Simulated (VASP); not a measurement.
Al, 1 atom in the cell. Symmetry: Fm-3m, No. 225, cubic system. The conventional cell has a = 3.967 Å, b = 3.967 Å, c = 3.967 Å, α = 90.00°, β = 90.00°, γ = 90.00°. Al (site symmetry m-3m) has 12 Al at 2.81 Å within 3.7 Å. 

* Program: VASP 6.6.1
* Task: single point
* Functional: PBEsol
* Dispersion: D4
* Potentials or basis: VASP PAW PBE potentials, release 64 (Al)
* Cutoff: 520 eV
* k mesh: 11 × 11 × 11
* Occupations: fermi-dirac, width 0.05 eV
* Spin: no spin polarisation
* Dipole correction: no
* Further INCAR settings: ALGO = Normal; EDIFF = 1e-06; NBANDS = 8

Potentials or basis: VASP PAW PBE potentials, release 64 (Al).

Command:

```sh
$ cat potpaw_PBE.64/Al/POTCAR > POTCAR
$ mpirun -np 1 vasp_std > vasp.out
```

Hardware: 1 thread of Intel Xeon 6975P-C (shared host).

Q: Estimate the wall time of this run.

A: It took 3.4 s on 1 thread of Intel Xeon 6975P-C, with other jobs on the host, peak memory 0.13 GiB. Counts: scf iterations 9, k points 56.
